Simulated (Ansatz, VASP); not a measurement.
## ZrP3Os in VASP and in Ansatz

INCAR

```
SYSTEM = ZrP3Os
PREC     = Accurate       ! precision mode
ENCUT    = 600            ! plane-wave cutoff, eV
EDIFF    = 1E-6           ! SCF threshold, eV
ISMEAR   = 0              ! smearing method
SIGMA    = 0.1            ! smearing width, eV
LREAL    = .FALSE.        ! projectors in reciprocal space
LASPH    = .TRUE.         ! aspherical terms in the spheres
NELM     = 100            ! most SCF steps
ALGO     = Normal         ! electronic algorithm
ISIF     = 3              ! what is computed and relaxed
LWAVE    = .FALSE.        ! write WAVECAR
LCHARG   = .FALSE.        ! write CHGCAR
GGA      = PE             ! functional
IBRION   = 2              ! ionic algorithm
NSW      = 90             ! ionic steps
EDIFFG   = -0.04          ! ionic threshold
```

File KPOINTS:

```
Automatic mesh
0
G
  4 4 4
  0 0 0
```

File POSCAR:

```
ZrP3Os
1.0
    3.8980644800      0.0000000000      0.0000000000
    0.0000000000      3.8980644800      0.0000000000
    0.0000000000      0.0000000000      7.4462976400
Zr P Os
1 3 1
Direct
    0.0000000000      0.0000000000      0.5000000000
    0.5000000000      0.5000000000      0.7264650000
    0.5000000000      0.5000000000      0.2735350000
    0.5000000000      0.5000000000      0.0000000000
    0.5000000000      0.5000000000      0.5000000000
```

Input for Ansatz:

```yaml
crystal:
  lattice:
    - [3.89806448, 0.0, 0.0]
    - [0.0, 3.89806448, 0.0]
    - [0.0, 0.0, 7.44629764]
  atoms:
    - { symbol: Zr, position: [0.0, 0.0, 0.5] }
    - { symbol: P, position: [0.5, 0.5, 0.726465] }
    - { symbol: P, position: [0.5, 0.5, 0.273535] }
    - { symbol: P, position: [0.5, 0.5, 0.0] }
    - { symbol: Os, position: [0.5, 0.5, 0.5] }
basis:
  ecutwfc: 420
kpoints:
  mp_grid: { grid: [4, 4, 4] }
hamiltonian:
  xc: pbe
scf:
  occupations: { method: gaussian, width: 0.1 }
  lower_state_search: "off"
output:
  forces: true
  stress: true
  eigenvalues: true
relax:
  adjacent_minimum: "off"
  f_tol: 0.04
  max_steps: 70
  cell: { stress_tol: 0.4 }
```

Alike in both runs: task relaxation of cell and atoms; functional PBE; k mesh 4 × 4 × 4; occupations gaussian, width 0.1 eV; no spin polarisation.

|  | VASP | Ansatz |
| --- | --- | --- |
| version | VASP 6.6.1 | Ansatz 0.2.0 |
| potentials or method | VASP PAW PBE potentials, release 64 (Zr_sv, P, Os), cutoff 600 eV | scalar-relativistic, plane waves, PAW |
| valence electrons in the cell | 35 | 43 |

Ansatz gave:

* gap on the k mesh at the Fermi level, each at its own relaxed structure (eV): none
* relaxed volume (Å³/atom): 25.42
* relaxed cell length with the largest relative difference (Å): 8.780

Question: Estimate VASP's values.

Answer: gap on the k mesh at the Fermi level, each at its own relaxed structure (eV): none; relaxed volume (Å³/atom): 25.41; relaxed cell length with the largest relative difference (Å): 8.778.

A gap of «none» marks a metal or a gap that the smearing closes. VASP's potentials hold 35 valence electrons a cell and Ansatz's 43, so a difference there can come from the potentials and not from the codes.

The k mesh is coarse, so the values compare programs but aren't converged. Neither program's run includes spin-orbit coupling.
